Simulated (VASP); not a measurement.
A run of VASP 6.6.1 is set up as follows.

The input INCAR:

```
PREC = Accurate ; ENCUT = 520
EDIFF = 1E-6 ; ISMEAR = -1
SIGMA = 0.1 ; LREAL = F
LASPH = T ; NELM = 80
ALGO = Normal ; ISIF = 2
LWAVE = F ; LCHARG = F
NBANDS = 10
```

File KPOINTS:

```
regular mesh
0
Gamma
  15 15 15
```

POSCAR

```
Al
1.0
    0.0000000000      2.9744765845      2.9744765845
    2.9744765845      0.0000000000      2.9744765845
    2.9744765845      2.9744765845      0.0000000000
Al
2
Direct
    0.1250000000      0.1250000000      0.1250000000
    0.8750000000      0.8750000000      0.8750000000
```

Potentials or basis: VASP PAW LDA potentials, release 64 (Al).

Launch:

```console
$ cat potpaw_LDA.64/Al/POTCAR > POTCAR
$ mpirun -np 1 vasp_std > vasp.out
```

Problem. Estimate the pressure.

Solution. 0.1 GPa.

Problem. Estimate the band gap on the k mesh.

Solution. Zero (band 3 reaches 5.11 eV, above the bottom of band 4 at 1.72 eV).
